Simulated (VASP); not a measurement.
ZrTl2F, 4 atoms in the cell. It takes space group I4/mmm (No. 139, tetragonal). Conventional cell: a = 4.984 Å, b = 4.984 Å, c = 7.520 Å, α = 90.00°, β = 90.00°, γ = 90.00°. Within 3.3 Å of Zr (site symmetry 4/mmm) lie 4 Tl at 2.49 Å. Tl (site symmetry mmm) has 2 Zr at 2.49 Å and 2 F at 2.49 Å within 3.3 Å. Within 3.3 Å of F (site symmetry 4/mmm) lie 4 Tl at 2.49 Å. The cell was generated, and may not be a known phase.

```yaml
Program: VASP 6.6.1
Task: single point
Functional: PBE
Potentials_or_basis: VASP PAW PBE potentials, release 64 (Zr_sv, Tl_d, F)
Cutoff: 520 eV
k_mesh: 6 × 6 × 6
Occupations: gaussian, width 0.1 eV
Spin: no spin polarisation
Dipole_correction: no
Further_INCAR_settings: ALGO = Normal; EDIFF = 1e-07; NBANDS = 30
```

Potentials or basis: VASP PAW PBE potentials, release 64 (Zr_sv, Tl_d, F).

Launch:

```console
$ cat potpaw_PBE.64/Zr_sv/POTCAR potpaw_PBE.64/Tl_d/POTCAR potpaw_PBE.64/F/POTCAR > POTCAR
$ mpirun -np 1 vasp_std > vasp.out
```

Hardware: 1 thread of Intel(R) Xeon(R) Platinum 8488C (Sapphire Rapids), with other jobs on the host.

**Question.** How long does it take, and how much memory?

**Answer.** It took 72 s on 1 thread of Intel(R) Xeon(R) Platinum 8488C (Sapphire Rapids) (shared host), peak memory 0.28 GiB. Counts: scf iterations 17, k points 30.
